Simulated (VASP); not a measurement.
# NaCl (Pm-3m) in VASP: a series of runs

NaCl is run at these levels: PBEsol, LDA; tasks: vibrations by perturbation theory, dielectric tensor, elastic constants.

All numbers are computed with VASP 6.6.1; they aren't measurements. Logs are shortened: lines on timing, memory, paths and dates and some standing lists are left out, and cuts for length are marked.

### Step 1. The cell of the first run

Symmetry: Pm-3m, No. 221, cubic system. Conventional cell: a = 3.502 Å, b = 3.502 Å, c = 3.502 Å, α = 90.00°, β = 90.00°, γ = 90.00°. Cl (site symmetry m-3m) has 8 Na at 3.03 Å and 6 Cl at 3.50 Å within 4.0 Å. Na (site symmetry m-3m) has 8 Cl at 3.03 Å and 6 Na at 3.50 Å within 4.0 Å.

### Step 2. Vibrations by perturbation theory, PBEsol

Contents of INCAR:

```
ALGO = Normal ; EDIFF = 1E-8
ENCUT = 520 ; GGA = PS
IBRION = 8 ; ISIF = 2
ISMEAR = 0 ; LASPH = True
LCHARG = True ; LEPSILON = True
LREAL = False ; LWAVE = False
NELM = 80 ; NSW = 1
PREC = Accurate ; SIGMA = 0.01
```

Contents of KPOINTS:

```
k-points
0
Gamma
  6 6 6
```

Contents of POSCAR:

```
NaCl
1.0
    3.5021900000      0.0000000000      0.0000000000
    0.0000000000      3.5021900000      0.0000000000
    0.0000000000      0.0000000000      3.5021900000
Cl Na
1 1
Direct
    0.5000000000      0.5000000000      0.5000000000
    0.0000000000      0.0000000000      0.0000000000
```

Potentials or basis: VASP PAW PBE potentials, release 64 (Cl, Na_pv).

The run is started by

```bash
cat potpaw_PBE.64/Cl/POTCAR potpaw_PBE.64/Na_pv/POTCAR > POTCAR
mpirun -np 1 vasp_std > vasp.out
```

OUTCAR:

```text
EDIFF = 1E-8
   ENCUT = 520
   GGA = PS
   IBRION = 8
   ISIF = 2
   ISMEAR = 0
   LASPH = True
   LEPSILON = True
   LREAL = False
   NELM = 80
   NSW = 1
   PREC = Accurate

 ion  position               nearest neighbor table
   1  0.500  0.500  0.500-
   2  0.000  0.000  0.000-

  LATTYP: Found a simple cubic cell.
 ALAT       =     3.5021900000

  Lattice vectors:

 A1 = (   3.5021900000,   0.0000000000,   0.0000000000)
 A2 = (   0.0000000000,   3.5021900000,   0.0000000000)
 A3 = (   0.0000000000,   0.0000000000,   3.5021900000)

Analysis of symmetry for initial positions (statically):
=====================================================================
 Subroutine PRICEL returns:
 Original cell was already a primitive cell.

 Routine SETGRP: Setting up the symmetry group for a
 simple cubic supercell.

 Subroutine GETGRP returns: Found 48 space group operations
 (whereof 48 operations were pure point group operations)
 out of a pool of 48 trial point group operations.

The static configuration has the point symmetry O_h .

Analysis of symmetry for dynamics (positions and initial velocities):
=====================================================================
 Subroutine PRICEL returns:
 Original cell was already a primitive cell.

 Routine SETGRP: Setting up the symmetry group for a
 simple cubic supercell.

 Subroutine GETGRP returns: Found 48 space group operations
 (whereof 48 operations were pure point group operations)
 out of a pool of 48 trial point group operations.

The dynamic configuration has the point symmetry O_h .

 Subroutine INISYM returns: Found 48 space group operations
 (whereof 48 operations are pure point group operations),
 and found     1 'primitive' translations

----------------------------------------------------------------------------------------

                                     Primitive cell

  volume of cell :      42.9555

  direct lattice vectors                    reciprocal lattice vectors
     3.502190000  0.000000000  0.000000000     0.285535622  0.000000000  0.000000000
     0.000000000  3.502190000  0.000000000     0.000000000  0.285535622  0.000000000
     0.000000000  0.000000000  3.502190000     0.000000000  0.000000000  0.285535622

  length of vectors
     3.502190000  3.502190000  3.502190000     0.285535622  0.285535622  0.285535622

  position of ions in fractional coordinates (direct lattice)
     0.500000000  0.500000000  0.500000000
     0.000000000  0.000000000  0.000000000

  ion indices of the primitive-cell ions
   primitive index   ion index
                 1           1
                 2           2

----------------------------------------------------------------------------------------

 KPOINTS: k-points

Automatic generation of k-mesh.
 Grid dimensions read from file:
 generate k-points for:    6    6    6

 Generating k-lattice:

  Cartesian coordinates                     Fractional coordinates (reciprocal lattice)
[... 421 lines left out ...]

 Free energy of the ion-electron system (eV)
  ---------------------------------------------------
  ---------------------------------------------------
  free energy    TOTEN  =        -0.23450308 eV

  energy without entropy =       -0.23450308

------------------------ aborting loop because EDIFF is reached ----------------------------------------

--------------------------------------- Ionic step        2  -------------------------------------------

------------------------ aborting loop because EDIFF is reached ----------------------------------------

--------------------------------------- Ionic step        3  -------------------------------------------

------------------------ aborting loop because EDIFF is reached ----------------------------------------

 PIEZOELECTRIC TENSOR FIELD DIRECTION 3  (e Angst)
 -----------------------------------------------------------------------------
    -0.00024  0.00000  0.00000           ( -0.00000  0.00000  0.00000)
     0.00000 -0.00024 -0.00000           (  0.00000 -0.00000 -0.00000)
    -0.00000  0.00000  0.00004           (  0.00000 -0.00000  0.00000)

 PIEZOELECTRIC TENSOR FIELD DIRECTION 3  (C/m^2)
 -----------------------------------------------------------------------------
    -0.00009  0.00000  0.00000
     0.00000 -0.00009 -0.00000
    -0.00000  0.00000  0.00002

--------------------------------------- Ionic step        4  -------------------------------------------

------------------------ aborting loop because EDIFF is reached ----------------------------------------

[... ionic steps 5 to 6 ...]

--------------------------------------- Ionic step        7  -------------------------------------------

 Free energy of the ion-electron system (eV)
  ---------------------------------------------------
  ---------------------------------------------------
  free energy    TOTEN  =        -0.16248645 eV

  energy without entropy =       -0.16248645

------------------------ aborting loop because EDIFF is reached ----------------------------------------

 INTERNAL STRAIN TENSOR  FOR ION    2  DIRECTION 1   (eV/Angst):
 -----------------------------------------------------------------------------
     0.00213  0.00000 -0.00000
     0.00000 -0.00058 -0.00000
     0.00000 -0.00000 -0.00058

 MACROSCOPIC STATIC DIELECTRIC TENSOR (including local field effects in DFT)
 ------------------------------------------------------
           2.765327    -0.000000    -0.000000
          -0.000000     2.765327    -0.000000
          -0.000000    -0.000000     2.765327
 ------------------------------------------------------

 PIEZOELECTRIC TENSOR (including local field effects)  for field in x, y, z        (e  Angst)
          XX          YY          ZZ          XY          YZ          ZX
  --------------------------------------------------------------------------------
  x     0.00000     0.00000     0.00000     0.00000     0.00000     0.00000
  y     0.00000     0.00000     0.00000     0.00000     0.00000     0.00000
  z     0.00000     0.00000     0.00000     0.00000     0.00000     0.00000

 PIEZOELECTRIC TENSOR (including local field effects)  for field in x, y, z        (C/m^2)
          XX          YY          ZZ          XY          YZ          ZX
  --------------------------------------------------------------------------------
  x     0.00000     0.00000     0.00000     0.00000     0.00000     0.00000
  y     0.00000     0.00000     0.00000     0.00000     0.00000     0.00000
  z     0.00000     0.00000     0.00000     0.00000     0.00000     0.00000

 BORN EFFECTIVE CHARGES (including local field effects) (in |e|, cummulative output)
 ---------------------------------------------------------------------------------
 ion    1
    1    -1.19284    -0.00000     0.00000
    2     0.00000    -1.19284     0.00000
    3     0.00000    -0.00000    -1.19284
 ion    2
    1     1.19284     0.00000    -0.00000
    2     0.00000     1.19284    -0.00000
    3    -0.00000     0.00000     1.19284

 INTERNAL STRAIN TENSOR FOR ION    2 for displacements in x,y,z  (eV/Angst):
          X           Y           Z          XY          YZ          ZX
  --------------------------------------------------------------------------------
  x     0.00000     0.00000     0.00000     0.00000     0.00000     0.00000
  y     0.00000     0.00000     0.00000     0.00000     0.00000     0.00000
  z     0.00000     0.00000     0.00000     0.00000     0.00000     0.00000

 SECOND DERIVATIVES (NOT SYMMETRIZED)
 ------------------------------------
               1X          1Y          1Z          2X          2Y          2Z
  1X    -0.290340   -0.000000    0.000000    0.290340    0.000000   -0.000000
  1Y    -0.000000   -0.290340    0.000000    0.000000    0.290340   -0.000000
  1Z     0.000000    0.000000   -0.290340   -0.000000   -0.000000    0.290340
  2X     0.259567   -0.000000   -0.000000   -0.259567    0.000000    0.000000
  2Y    -0.000000    0.259567    0.000000    0.000000   -0.259567   -0.000000
  2Z    -0.000000   -0.000000    0.259567    0.000000    0.000000   -0.259567

 Eigenvectors and eigenvalues of the dynamical matrix
 ----------------------------------------------------

   1 f  =    2.182780 THz    13.714810 2PiTHz   72.809698 cm-1     9.027248 meV
             X         Y         Z           dx          dy          dz
      1.751095  1.751095  1.751095    -0.000000    0.648480    0.000000
      0.000000  0.000000  0.000000    -0.000000   -0.761231    0.000000
[... 21 lines left out ...]
   6 f/i=    0.060345 THz     0.379158 2PiTHz    2.012889 cm-1     0.249566 meV
             X         Y         Z           dx          dy          dz
      1.751095  1.751095  1.751095    -0.000000   -0.000000    0.761231
      0.000000  0.000000  0.000000     0.000000    0.000000    0.648480

--------------------------------------------------------------------------------------------------------

 MACROSCOPIC STATIC DIELECTRIC TENSOR IONIC CONTRIBUTION
 ------------------------------------------------------
          21.765788     0.000000    -0.000000
           0.000000    21.765788     0.000000
          -0.000000     0.000000    21.765788
 ------------------------------------------------------

 ELASTIC MODULI CONTR FROM IONIC RELAXATION (kBar)
 Direction    XX          YY          ZZ          XY          YZ          ZX
 --------------------------------------------------------------------------------
 XX           0.0000      0.0000      0.0000      0.0000      0.0000      0.0000
 YY           0.0000      0.0000      0.0000      0.0000      0.0000      0.0000
 ZZ           0.0000      0.0000      0.0000      0.0000      0.0000      0.0000
 XY           0.0000      0.0000      0.0000      0.0000      0.0000      0.0000
 YZ           0.0000      0.0000      0.0000      0.0000      0.0000      0.0000
 ZX           0.0000      0.0000      0.0000      0.0000      0.0000      0.0000
 --------------------------------------------------------------------------------

 PIEZOELECTRIC TENSOR IONIC CONTR  for field in x, y, z        (C/m^2)
          XX          YY          ZZ          XY          YZ          ZX
  --------------------------------------------------------------------------------
  x     0.00000     0.00000     0.00000     0.00000     0.00000     0.00000
  y     0.00000     0.00000     0.00000     0.00000     0.00000     0.00000
  z     0.00000     0.00000     0.00000     0.00000     0.00000     0.00000
```

Wall time 2 min (1 thread of AMD EPYC 9R14 (Zen 4), shared host); peak memory 0.17 GiB.

Results:

```yaml
Electronic_dielectric_tensor_diagonal: 2.77
Born_charges_mean_of_the_diagonal: Cl -1.19; Na +1.19 e
Highest_phonon_frequency_at_Γ_LO-TO_splitting_left_out: 73 cm⁻¹
```

Phonon frequencies in cm⁻¹ (negative: imaginary):
| q point | frequencies |
| --- | --- |
| (0.000, 0.000, 0.000) | -2 -2 -2 73 73 73 |

Electronic dielectric tensor:
```
2.77 0.00 0.00
0.00 2.77 0.00
0.00 0.00 2.77
```

Born effective charge tensors (e):
atom 1, Cl
```
-1.19  0.00  0.00
 0.00 -1.19  0.00
 0.00  0.00 -1.19
```
atom 2, Na
```
1.19 0.00 0.00
0.00 1.19 0.00
0.00 0.00 1.19
```

Caveat: the cell stands under pressure or tension, which shifts response properties.

### Step 3. Dielectric tensor, LDA

Contents of INCAR:

```
SYSTEM = NaCl
PREC = Accurate
ENCUT = 520
EDIFF = 1E-8
ISMEAR = 0
SIGMA = 0.01
LREAL = .False.
LASPH = .True.
NELM = 100
ALGO = Normal
ISIF = 2
LWAVE = .False.
LCHARG = .False.
GGA = CA
LEPSILON = .True.
```

Contents of KPOINTS:

```
Automatic mesh
0
Gamma
  8 8 8
  0 0 0
```

POSCAR is that of step 2.

Potentials or basis: VASP PAW LDA potentials, release 64 (Cl, Na_pv).

The run is started by

```bash
cat potpaw_LDA.64/Cl/POTCAR potpaw_LDA.64/Na_pv/POTCAR > POTCAR
mpirun -np 1 vasp_std > vasp.out
```

OUTCAR:

```text
SYSTEM = NaCl
   PREC = Accurate
   ENCUT = 520
   EDIFF = 1E-8
   ISMEAR = 0
   LREAL = .False.
   LASPH = .True.
   NELM = 100
   ISIF = 2
   GGA = CA
   LEPSILON = .True.

 ion  position               nearest neighbor table
   1  0.500  0.500  0.500-
   2  0.000  0.000  0.000-

  LATTYP: Found a simple cubic cell.
 ALAT       =     3.5021900000

  Lattice vectors:

 A1 = (   3.5021900000,   0.0000000000,   0.0000000000)
 A2 = (   0.0000000000,   3.5021900000,   0.0000000000)
 A3 = (   0.0000000000,   0.0000000000,   3.5021900000)

Analysis of symmetry for initial positions (statically):
=====================================================================
 Subroutine PRICEL returns:
 Original cell was already a primitive cell.

 Routine SETGRP: Setting up the symmetry group for a
 simple cubic supercell.

 Subroutine GETGRP returns: Found 48 space group operations
 (whereof 48 operations were pure point group operations)
 out of a pool of 48 trial point group operations.

The static configuration has the point symmetry O_h .

Analysis of symmetry for dynamics (positions and initial velocities):
=====================================================================
 Subroutine PRICEL returns:
 Original cell was already a primitive cell.

 Routine SETGRP: Setting up the symmetry group for a
 simple cubic supercell.

 Subroutine GETGRP returns: Found 48 space group operations
 (whereof 48 operations were pure point group operations)
 out of a pool of 48 trial point group operations.

[... 511 lines left out ...]

  FREE ENERGIE OF THE ION-ELECTRON SYSTEM (eV)
  ---------------------------------------------------
  free  energy   TOTEN  =        -7.0722629788 eV

  energy  without entropy=       -7.0722629788  energy(sigma->0) =       -7.07226298

 HEAD OF MICROSCOPIC STATIC DIELECTRIC TENSOR (INDEPENDENT PARTICLE, excluding Hartree and local field effects)
 ------------------------------------------------------
           3.133953     0.000000    -0.000000
           0.000000     3.133953     0.000000
           0.000000     0.000000     3.133953
 ------------------------------------------------------

 Free energy of the ion-electron system (eV)
  ---------------------------------------------------
  ---------------------------------------------------
  free energy    TOTEN  =        -0.23246837 eV

  energy without entropy =       -0.23246837

------------------------ aborting loop because EDIFF is reached ----------------------------------------

--------------------------------------- Ionic step        2  -------------------------------------------

------------------------ aborting loop because EDIFF is reached ----------------------------------------

--------------------------------------- Ionic step        3  -------------------------------------------

 Free energy of the ion-electron system (eV)
  ---------------------------------------------------
  ---------------------------------------------------
  free energy    TOTEN  =        -0.23246810 eV

  energy without entropy =       -0.23246810

------------------------ aborting loop because EDIFF is reached ----------------------------------------

 PIEZOELECTRIC TENSOR FIELD DIRECTION 3  (e Angst)
 -----------------------------------------------------------------------------
    -0.00025  0.00000  0.00000           ( -0.00000  0.00000  0.00000)
     0.00000 -0.00025 -0.00000           (  0.00000 -0.00000  0.00000)
     0.00000 -0.00000 -0.00002           (  0.00000  0.00000  0.00000)

 PIEZOELECTRIC TENSOR FIELD DIRECTION 3  (C/m^2)
 -----------------------------------------------------------------------------
    -0.00009  0.00000  0.00000
     0.00000 -0.00009 -0.00000
     0.00000 -0.00000 -0.00001

 MACROSCOPIC STATIC DIELECTRIC TENSOR (including local field effects in DFT)
 ------------------------------------------------------
           2.795180     0.000000     0.000000
           0.000000     2.795180     0.000000
          -0.000000    -0.000000     2.795180
 ------------------------------------------------------

 PIEZOELECTRIC TENSOR (including local field effects)  for field in x, y, z        (e  Angst)
          XX          YY          ZZ          XY          YZ          ZX
  --------------------------------------------------------------------------------
  x     0.00000     0.00000     0.00000     0.00000     0.00000     0.00000
  y     0.00000     0.00000     0.00000     0.00000     0.00000     0.00000
  z     0.00000     0.00000     0.00000     0.00000     0.00000     0.00000

 PIEZOELECTRIC TENSOR (including local field effects)  for field in x, y, z        (C/m^2)
          XX          YY          ZZ          XY          YZ          ZX
  --------------------------------------------------------------------------------
  x     0.00000     0.00000     0.00000     0.00000     0.00000     0.00000
  y     0.00000     0.00000     0.00000     0.00000     0.00000     0.00000
  z     0.00000     0.00000     0.00000     0.00000     0.00000     0.00000

 BORN EFFECTIVE CHARGES (including local field effects) (in |e|, cummulative output)
 ---------------------------------------------------------------------------------
 ion    1
    1    -1.19483     0.00000    -0.00000
    2     0.00000    -1.19483    -0.00000
    3     0.00000    -0.00000    -1.19483
 ion    2
    1     1.19483    -0.00000     0.00000
    2    -0.00000     1.19483     0.00000
    3    -0.00000     0.00000     1.19483
```

stdout:

```text
POSCAR found type information on POSCAR ClNa
 POSCAR found :  2 types and       2 ions
 scaLAPACK will be used
 LDA part: xc-table for (Slater(with rela. corr.)+CA(PZ))
 , standard interpolation
 POSCAR, INCAR and KPOINTS ok, starting setup
 FFT: planning ... GRIDC
 FFT: planning ... GRID_SOFT
 FFT: planning ... GRID
 WAVECAR not read
 entering main loop
 Linear response reoptimize wavefunctions to high precision
 Linear response G [H, r] |phi>, progress :
  Direction:   1
 Linear response G [H, r] |phi>, progress :
  Direction:   2
 Linear response G [H, r] |phi>, progress :
  Direction:   3
 Linear response to external field (no local field effect), progress :
  Direction:   1
 dielectric tensor                  component  1 :     2.722    -0.163    -0.079
 Linear response to external field (no local field effect), progress :
  Direction:   2
 dielectric tensor                  component  2 :    -0.163     3.002    -0.088
 Linear response to external field (no local field effect), progress :
  Direction:   3
 dielectric tensor                  component  3 :    -0.079    -0.089     3.678
 Linear response to external field, progress :
  Direction:   1
 dielectric tensor                  component  1 :     2.795    -0.118    -0.097
 Linear response to external field, progress :
  Direction:   2
 dielectric tensor                  component  2 :    -0.119     2.795    -0.096
 Linear response to external field, progress :
  Direction:   3
 dielectric tensor                  component  3 :    -0.096    -0.119     2.795
 Born effective charges drift removed
```

It took 1.8 min on 1 thread of AMD EPYC 9R14 (Zen 4), shared host; peak memory 0.19 GiB.

What came out:

```yaml
Band_gap_on_the_k_mesh: 3.61 eV (least direct gap 4.12 eV)
Electronic_dielectric_tensor_diagonal: 2.80
Born_charges_mean_of_the_diagonal: Cl -1.19; Na +1.19 e
```

Levels at points of the mesh, in eV from the valence-band top:
| k point | band 4 | band 5 | band 6 | band 7 | band 8 | band 9 | band 10 | band 11 |
| --- | --- | --- | --- | --- | --- | --- | --- | --- |
| (0.00, 0.00, 0.00) | -13.31 | -0.51 | -0.51 | -0.51 | 3.61 | 8.28 | 8.28 | 15.27 |
| (0.50, 0.00, 0.00) | -12.94 | -3.05 | -0.27 | -0.27 | 6.55 | 8.25 | 10.30 | 11.60 |
| (0.50, 0.50, 0.00) | -12.66 | -2.34 | -2.34 | 0.00 | 5.20 | 9.59 | 10.64 | 10.64 |
| (0.50, 0.50, 0.50) | -12.38 | -1.90 | -1.90 | -1.90 | 6.78 | 6.78 | 6.78 | 11.29 |

Electronic dielectric tensor:
```
2.80 0.00 0.00
0.00 2.80 0.00
0.00 0.00 2.80
```

Born effective charge tensors (e):
atom 1, Cl
```
-1.19  0.00  0.00
 0.00 -1.19  0.00
 0.00  0.00 -1.19
```
atom 2, Na
```
1.19 0.00 0.00
0.00 1.19 0.00
0.00 0.00 1.19
```

A k mesh can miss the band edges.

(Continued in part 2 of 2.)
